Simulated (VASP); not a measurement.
# MgO (Fm-3m) in VASP: further runs, part 2 of 2

VASP 6.6.1. The steps go on from the part before.

### Step 4. Relaxation of cell and atoms, PBE, target pressure 8 GPa, at which the enthalpy is minimised

This run uses another cell than the first one, of 9.15 Å³/atom, 1.107 times its volume.

The input, INCAR:

```
PREC = Accurate
ENCUT = 600
EDIFF = 1E-6
ISMEAR = 0
SIGMA = 0.02
LREAL = F
LASPH = T
NELM = 100
ALGO = Normal
ISIF = 3
LWAVE = F
LCHARG = F
GGA = PE
IBRION = 2
NSW = 70
EDIFFG = -0.008
PSTRESS = 80.0
```

The input, KPOINTS:

```
Automatic mesh
0
Gamma
  10 10 10
```

The input, POSCAR:

```
MgO
1.0
    0.0000000000      2.0919487424      2.0919487424
    2.0919487424      0.0000000000      2.0919487424
    2.0919487424      2.0919487424      0.0000000000
Mg O
1 1
Direct
    0.0000000000      0.0000000000      0.0000000000
    0.5000000000      0.5000000000      0.5000000000
```

On the command line:

```sh
> cat potpaw_PBE.64/Mg/POTCAR potpaw_PBE.64/O/POTCAR > POTCAR
> mpirun -np 1 vasp_std > vasp.out
```

It took 19 s on 1 thread of AMD EPYC 7R43 (Zen 3), shared host; peak memory 0.11 GiB.

The run converged. Its results:

```yaml
Free_energy: -11.8917 eV
Relaxed_volume: 9.12 Å³/atom
Relaxed_cell: a = 2.954 Å, b = 2.954 Å, c = 2.954 Å, α = 60.00°, β = 60.00°, γ = 60.00°
Space_group_after_relaxing_to_0.05_Å: Fm-3m (No. 225)
Energy_change_on_relaxing_the_enthalpy_is_what_falls: +1.8 meV/atom
Ionic_steps: 3
Pressure_after_relaxing: 8.0 GPa
Band_gap_on_the_k_mesh: 4.97 eV, direct
```

Step by step:
```
step  energy change (eV)  largest force (eV/Å)  pressure (GPa)  volume (Å³)
   1              0.0000                0.0000            7.20        18.31
   2              0.0059                0.0000            8.45        18.19
   3              0.0036                0.0000            8.00        18.23
```

Final structure:
```xyz
2
Lattice="0.0000 2.0890 2.0890 2.0890 0.0000 2.0890 2.0890 2.0890 0.0000" Properties=species:S:1:pos:R:3 pbc="T T T"
Mg    0.0000    0.0000    0.0000
O     2.0890    2.0890    2.0890
```

Levels at points of the mesh, in eV from the valence-band top:
```
           k point  band 1  band 2  band 3  band 4  band 5  band 6  band 7  band 8
(0.00, 0.00, 0.00)  -17.39    0.00    0.00    0.00    4.97   15.94   15.94   15.94
(0.50, 0.00, 0.00)  -16.04   -4.72   -0.68   -0.68    8.05   12.88   16.57   16.57
(0.50, 0.50, 0.00)  -15.78   -4.18   -1.38   -1.38    9.15   10.24   13.36   19.35
```

Caveat: the cell is relaxed towards a set pressure, so the enthalpy falls and the energy may rise. As with any semilocal functional, this PBE gap is likely too small.

### Step 5. Relaxation of cell and atoms, PBE, target pressure 3 GPa, at which the enthalpy is minimised

This run uses another cell than the first one, of 9.35 Å³/atom, 1.131 times its volume.

The input, INCAR:

```
SYSTEM = MgO
PREC = Accurate
ENCUT = 600
EDIFF = 1E-6
ISMEAR = 0
SIGMA = 0.02
LREAL = .FALSE.
LASPH = .TRUE.
NELM = 100
ALGO = Normal
ISIF = 3
LWAVE = .FALSE.
LCHARG = .FALSE.
GGA = PE
IBRION = 2
NSW = 70
EDIFFG = -0.008
PSTRESS = 30.0
```

The input, KPOINTS:

```
Automatic mesh
0
G
  10 10 10
  0 0 0
```

The input, POSCAR:

```
MgO
1.0
    0.0000000000      2.1069832951      2.1069832951
    2.1069832951      0.0000000000      2.1069832951
    2.1069832951      2.1069832951      0.0000000000
Mg O
1 1
Direct
    0.0000000000      0.0000000000      0.0000000000
    0.5000000000      0.5000000000      0.5000000000
```

On the command line:

```sh
> cat potpaw_PBE.64/Mg/POTCAR potpaw_PBE.64/O/POTCAR > POTCAR
> mpirun -np 1 vasp_std > vasp.out
```

It took 11 s on 1 thread of AMD EPYC 7R43 (Zen 3), shared host; peak memory 0.11 GiB.

The run converged. Its results:

```yaml
Free_energy: -11.9107 eV
Relaxed_volume: 9.38 Å³/atom
Relaxed_cell: a = 2.983 Å, b = 2.983 Å, c = 2.983 Å, α = 60.00°, β = 60.00°, γ = 60.00°
Space_group_after_relaxing_to_0.05_Å: Fm-3m (No. 225)
Energy_change_on_relaxing_the_enthalpy_is_what_falls: -0.6 meV/atom
Ionic_steps: 3
Pressure_after_relaxing: 3.0 GPa
Band_gap_on_the_k_mesh: 4.69 eV, direct
```

Step by step:
| step | energy change (eV) | largest force (eV/Å) | pressure (GPa) | volume (Å³) |
| --- | --- | --- | --- | --- |
| 1 | 0.0000 | 0.0000 | 3.45 | 18.71 |
| 2 | -0.0014 | 0.0000 | 2.86 | 18.78 |
| 3 | -0.0011 | 0.0000 | 3.00 | 18.76 |

Final structure:
```cif
data_structure
_symmetry_space_group_name_H-M 'P 1'
_symmetry_Int_Tables_number 1
_cell_length_a 2.9827
_cell_length_b 2.9827
_cell_length_c 2.9827
_cell_angle_alpha 60.000
_cell_angle_beta 60.000
_cell_angle_gamma 60.000
_cell_volume 18.76
loop_
_atom_site_label
_atom_site_type_symbol
_atom_site_fract_x
_atom_site_fract_y
_atom_site_fract_z
_atom_site_occupancy
Mg1 Mg 0.00000 0.00000 0.00000 1
O1 O 0.50000 0.50000 0.50000 1
```

Levels at points of the mesh, in eV from the valence-band top:
```csv
k point,band 1,band 2,band 3,band 4,band 5,band 6,band 7,band 8
"(0.00, 0.00, 0.00)",-17.24,0.00,0.00,0.00,4.69,15.78,15.78,15.78
"(0.50, 0.00, 0.00)",-15.97,-4.60,-0.65,-0.65,7.87,12.56,16.27,16.27
"(0.50, 0.50, 0.00)",-15.71,-4.07,-1.34,-1.34,9.12,9.92,13.05,18.91
```

Caveat: the cell is relaxed towards a set pressure, so the enthalpy falls and the energy may rise.

### Step 6. Relaxation of cell and atoms, PBE, target pressure -3 GPa, at which the enthalpy is minimised

This run uses another cell than the first one, of 9.90 Å³/atom, 1.197 times its volume.

The input, INCAR:

```
  PREC = Accurate
  ENCUT = 600
  EDIFF = 1E-6
  ISMEAR = 0
  SIGMA = 0.02
  LREAL = F
  LASPH = T
  NELM = 60
  ALGO = Normal
  ISIF = 3
  LWAVE = F
  LCHARG = F
  GGA = PE
  IBRION = 2
  NSW = 70
  EDIFFG = -0.008
  PSTRESS = -30.0
```

The input, KPOINTS:

```
regular mesh
0
Gamma
  10 10 10
```

The input, POSCAR:

```
MgO
1.0
    0.0000000000      2.1471149544      2.1471149544
    2.1471149544      0.0000000000      2.1471149544
    2.1471149544      2.1471149544      0.0000000000
Mg O
1 1
Direct
    0.0000000000      0.0000000000      0.0000000000
    0.5000000000      0.5000000000      0.5000000000
```

Potentials or basis: VASP PAW PBE potentials, release 64 (Mg, O).

On the command line:

```sh
> cat potpaw_PBE.64/Mg/POTCAR potpaw_PBE.64/O/POTCAR > POTCAR
> mpirun -np 1 vasp_std > vasp.out
```

OUTCAR:

```text
PREC = Accurate
   ENCUT = 600
   EDIFF = 1E-6
   ISMEAR = 0
   LREAL = F
   LASPH = T
   NELM = 60
   ISIF = 3
   GGA = PE
   IBRION = 2
   NSW = 70
   EDIFFG = -0.008
   PSTRESS = -30.0

 ion  position               nearest neighbor table
   1  0.000  0.000  0.000-   2 2.15   2 2.15   2 2.15   2 2.15   2 2.15   2 2.15
   2  0.500  0.500  0.500-   1 2.15   1 2.15   1 2.15   1 2.15   1 2.15   1 2.15

  LATTYP: Found a face centered cubic cell.
 ALAT       =     4.2942299088

  Lattice vectors:

 A1 = (   0.0000000000,   2.1471149544,   2.1471149544)
 A2 = (   2.1471149544,   0.0000000000,   2.1471149544)
 A3 = (   2.1471149544,   2.1471149544,   0.0000000000)

Analysis of symmetry for initial positions (statically):
=====================================================================
 Subroutine PRICEL returns:
 Original cell was already a primitive cell.

 Routine SETGRP: Setting up the symmetry group for a
 face centered cubic supercell.

 Subroutine GETGRP returns: Found 48 space group operations
 (whereof 48 operations were pure point group operations)
 out of a pool of 48 trial point group operations.

The static configuration has the point symmetry O_h .

Analysis of symmetry for dynamics (positions and initial velocities):
=====================================================================
 Subroutine PRICEL returns:
 Original cell was already a primitive cell.

 Routine SETGRP: Setting up the symmetry group for a
 face centered cubic supercell.

 Subroutine GETGRP returns: Found 48 space group operations
 (whereof 48 operations were pure point group operations)
 out of a pool of 48 trial point group operations.

The dynamic configuration has the point symmetry O_h .

 Subroutine INISYM returns: Found 48 space group operations
 (whereof 48 operations are pure point group operations),
 and found     1 'primitive' translations

----------------------------------------------------------------------------------------

                                     Primitive cell

  volume of cell :      19.7968

  direct lattice vectors                    reciprocal lattice vectors
     0.000000000  2.147114954  2.147114954    -0.232870624  0.232870624  0.232870624
     2.147114954  0.000000000  2.147114954     0.232870624 -0.232870624  0.232870624
     2.147114954  2.147114954  0.000000000     0.232870624  0.232870624 -0.232870624

  length of vectors
     3.036479088  3.036479088  3.036479088     0.403343753  0.403343753  0.403343753

  position of ions in fractional coordinates (direct lattice)
     0.000000000  0.000000000  0.000000000
     0.500000000  0.500000000  0.500000000

  ion indices of the primitive-cell ions
   primitive index   ion index
                 1           1
                 2           2

----------------------------------------------------------------------------------------

 KPOINTS: regular mesh

Automatic generation of k-mesh.
 Grid dimensions read from file:
 generate k-points for:   10   10   10

[... 22 lines left out ...]
  0.200000  0.000000  0.000000      8.000000
  0.300000  0.000000  0.000000      8.000000
  0.400000  0.000000  0.000000      8.000000
  0.500000  0.000000  0.000000      4.000000
[... 16 lines left out ...]
  0.300000  0.300000  0.000000      6.000000
  0.400000  0.300000  0.000000     24.000000
 [... further k-points ...]
   k-points           NKPTS =     47   k-points in BZ     NKDIM =     47   number of bands    NBANDS=      8
   number of dos      NEDOS =    301   number of ions     NIONS =      2
   total plane-waves  NPLWV =  13824
   dimension x,y,z NGX =    24 NGY =   24 NGZ =   24
   dimension x,y,z NGXF=    48 NGYF=   48 NGZF=   48
   ions per type =               1   1
   NGX,Y,Z   is equivalent  to a cutoff of  13.14, 13.14, 13.14 a.u.
   NGXF,Y,Z  is equivalent  to a cutoff of  26.28, 26.28, 26.28 a.u.
 SYSTEM =  unknown system
   PREC   = accura    normal or accurate (medium, high low for compatibility)
   ISTART =      0    job   : 0-new  1-cont  2-samecut
   ICHARG =      2    charge: 1-file 2-atom 10-const
   ISPIN  =      1    spin polarized calculation?
   LNONCOLLINEAR =      F non collinear calculations
   LSORBIT =      F    spin-orbit coupling
   LASPH  =      T    aspherical Exc in radial PAW
   ENCUT  =  600.0 eV  44.10 Ry    6.64 a.u.   6.06  6.06  6.06*2*pi/ulx,y,z
   NELM   =     60;   NELMIN=  2; NELMDL= -5     # of ELM steps
   EDIFF  = 0.1E-05   stopping-criterion for ELM
   LREAL  =      F    real-space projection
   EDIFFG = -.8E-02   stopping-criterion for IOM
   NSW    =     70    number of steps for IOM
   IBRION =      2    ionic relax: 0-MD 1-quasi-New 2-CG
   NFREE  =      1    steps in history (QN), initial steepest desc. (CG)
   ISIF   =      3    stress and relaxation
   ISYM   =      2    0-nonsym 1-usesym 2-fastsym
   POTIM  = 0.5000    time-step for ionic-motion
   TEBEG  =    0.0;   TEEND  =   0.0 temperature during run
   PSTRESS=  -30.0 pullay stress
   NELECT =       8.0000    total number of electrons
   NUPDOWN=      -1.0000    fix difference up-down
   EMIN   =  10.00;   EMAX   =-10.00  energy-range for DOS
   EFERMI =   0.00;   METHOD = LEGACY
   ISMEAR =     0;   SIGMA  =   0.02  broadening in eV -4-tet -1-fermi 0-gaus
   EFERMI_NEDOS =   21; number of points for ismear=-14 and -15
   IALGO  =     38    algorithm
   IMIX   =      4    mixing-type and parameters
     AMIX     =   0.40;   BMIX     =  1.00
     AMIX_MAG =   1.60;   BMIX_MAG =  1.00
  volume/ion in A,a.u.               =       9.90        66.80
  Fermi-wavevector in a.u.,A,eV,Ry     =   1.210337  2.287205 19.931377  1.464915
  Thomas-Fermi vector in A             =   2.345886
   LORBIT       =      0    0 simple, 1 ext, 2 COOP (PROOUT), +10 PAW based schemes
   GGA     = PE    functional components
   LHFCALC =     F    Hartree Fock is set to
   AEXX    =    0.0000 exact exchange contribution
   IVDW    =     0    specifies the selected vdW correction
   LEPSILON=     F    determine dielectric tensor
   LRPA    =     F    only Hartree local field effects (RPA)
 conjugate gradient relaxation of ions
 non-spin polarized calculation
 Gauss-broadening in eV      SIGMA  =   0.02
  energy-cutoff  :      600.00
  volume of cell :       19.80
 maximum number of plane-waves:       678
   NGX = 13   NGY = 13   NGZ = 13

--------------------------------------- Ionic step        1  -------------------------------------------

 number of electron       7.9999999 magnetization

 Free energy of the ion-electron system (eV)
  ---------------------------------------------------
  ext. energy  EPLUGINS =         0.00000000
  ---------------------------------------------------
  free energy    TOTEN  =       -11.90575845 eV

  energy without entropy =      -11.90575845  energy(sigma->0) =      -11.90575845

------------------------ aborting loop because EDIFF is reached ----------------------------------------

  FORCE on cell =-STRESS in cart. coord.  units (eV):
  Direction    XX          YY          ZZ          XY          YZ          ZX
  --------------------------------------------------------------------------------------
  -------------------------------------------------------------------------------------
  Total       -0.6159597     -0.6159597     -0.6159597      0.0000000      0.0000000     -0.0000000
  in kB      -49.8502105    -49.8502105    -49.8502105      0.0000000      0.0000000     -0.0000000
  external PRESSURE =     -19.8502105 kB  Pullay stress =     -30.0000000 kB
[... 63 lines left out ...]
--------------------------------------- Ionic step        3  -------------------------------------------

 number of electron       8.0000002 magnetization

 Free energy of the ion-electron system (eV)
  ---------------------------------------------------
  ext. energy  EPLUGINS =         0.00000000
  ---------------------------------------------------
  free energy    TOTEN  =       -11.91281477 eV

  energy without entropy =      -11.91281477  energy(sigma->0) =      -11.91281477

 E-fermi :   2.9991     XC(G=0): -10.8738

 val. band max:        2.8655699057   @ k =   0.0000   0.0000   0.0000
 cond. band min:       7.1810006194   @ k =   0.0000   0.0000   0.0000
 fundamental gap:      4.3154307137
 Fermi energy:         2.9990794111

 k-point     1 :       0.0000    0.0000    0.0000
  band No.  band energies     occupation
      1     -14.1796      2.00000
      2       2.8656      2.00000
      3       2.8656      2.00000
      4       2.8656      2.00000
      5       7.1810      0.00000
      6      18.4204      0.00000
      7      18.4204      0.00000
      8      18.4204      0.00000
[... 243 lines left out ...]
 k-point    24 :       0.4000    0.3000    0.0000
  band No.  band energies     occupation
      1     -13.0393      2.00000
      2      -0.5693      2.00000
      3       1.6247      2.00000
      4       1.8327      2.00000
      5      12.0112      0.00000
      6      12.9096      0.00000
      7      16.0101      0.00000
      8      20.4770      0.00000

 [... further k-points ...]
[... 5 lines left out ...]
  --------------------------------------------------------------------------------------
  -------------------------------------------------------------------------------------
  Total       -0.3659225     -0.3659225     -0.3659225     -0.0000000      0.0000000      0.0000000
  in kB      -30.0442314    -30.0442314    -30.0442314     -0.0000000      0.0000000      0.0000000
  external PRESSURE =      -0.0442314 kB  Pullay stress =     -30.0000000 kB
[... 21 lines left out ...]
  energy  without entropy=      -11.9128147675  energy(sigma->0) =      -11.91281477

  enthalpy is  TOTEN    =       -12.2781985401 eV   P V=       -0.3653837726

 reached required accuracy - stopping structural energy minimisation
```

Run time: 12 s. Hardware: 1 thread of AMD EPYC 7R43 (Zen 3), shared host; peak memory 0.11 GiB.

Results:

* Free energy: -11.9128 eV
* Relaxed volume: 9.76 Å³/atom
* Relaxed cell: a = 3.022 Å, b = 3.022 Å, c = 3.022 Å, α = 60.00°, β = 60.00°, γ = 60.00°
* Space group after relaxing (to 0.05 Å): Fm-3m (No. 225)
* Energy change on relaxing (the enthalpy is what falls): -3.5 meV/atom
* Ionic steps: 3
* Pressure after relaxing: -3.0 GPa
* Band gap on the k mesh: 4.32 eV, direct

The path:
```tsv
step	energy change (eV)	largest force (eV/Å)	pressure (GPa)	volume (Å³)
1	0.0000	0.0000	-4.99	19.80
2	-0.0082	0.0000	-2.53	19.45
3	-0.0071	0.0000	-3.00	19.51
```

Final structure:
```yaml
crystal:
  lattice:
    - [0.00000, 2.13683, 2.13683]
    - [2.13683, 0.00000, 2.13683]
    - [2.13683, 2.13683, 0.00000]
  atoms:
    - { symbol: Mg, position: [0.00000, 0.00000, 0.00000] }
    - { symbol: O, position: [0.50000, 0.50000, 0.50000] }
```

Caveat: the cell is relaxed towards a set pressure, so the enthalpy falls and the energy may rise.

### Step 7. The runs side by side

| cell | gap on the mesh (eV) | pressure (GPa) |
| --- | --- | --- |
| relaxed to 30 GPa from a = 2.860 Å, angles 60.0°, 2 atoms | 6.01 | 29.9 |
| relaxed to 15 GPa from a = 2.923 Å, angles 60.0°, 2 atoms | 5.33 | 15.0 |
| relaxed to 8 GPa from a = 2.958 Å, angles 60.0°, 2 atoms | 4.97 | 8.0 |
| relaxed to 3 GPa from a = 2.980 Å, angles 60.0°, 2 atoms | 4.69 | 3.0 |
| relaxed to -3 GPa from a = 3.036 Å, angles 60.0°, 2 atoms | 4.32 | -3.0 |

Alike in all rows: task relaxation of cell and atoms; level PBE; potentials or basis VASP PAW PBE potentials, release 64 (Mg, O); no spin polarisation; k mesh 10 × 10 × 10; cutoff (eV) 600; smearing gaussian 0.02 eV.

Caveats: the cell is relaxed towards a set pressure, so the enthalpy falls and the energy may rise; the relaxation stopped at its first step, so nothing moved (some runs).

Total energies depend on the potentials used, so only differences within one code and one set of settings carry meaning.
